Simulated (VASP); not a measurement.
A run of VASP 6.6.1 is set up as follows.

Contents of INCAR:

```
PREC = Accurate ; ENCUT = 520
EDIFF = 1E-6 ; ISMEAR = 0
SIGMA = 0.15 ; LREAL = F
LASPH = T ; NELM = 100
ALGO = Normal ; ISIF = 2
LWAVE = F ; LCHARG = F
NBANDS = 26
```

Contents of KPOINTS:

```
regular mesh
0
Gamma
  12 12 12
```

The input POSCAR:

```
AlCu3
1.0
    3.5592369196      0.0000000000      0.0000000000
    0.0000000000      3.5592369196      0.0000000000
    0.0000000000      0.0000000000      3.5592369196
Al Cu
1 3
Direct
    0.0000000000      0.0000000000      0.0000000000
    0.5000000000      0.5000000000      0.0000000000
    0.5000000000      0.0000000000      0.5000000000
    0.0000000000      0.5000000000      0.5000000000
```

Potentials or basis: VASP PAW LDA potentials, release 64 (Al, Cu).

Launch:

```bash
$ cat potpaw_LDA.64/Al/POTCAR potpaw_LDA.64/Cu/POTCAR > POTCAR
$ mpirun -np 1 vasp_std > vasp.out
```

Problem. Predict the band gap on the k mesh.

Solution. Zero (band 18 reaches 13.36 eV, above the bottom of band 19 at 7.52 eV).

Problem. Estimate the pressure.

Solution. 5.0 GPa.
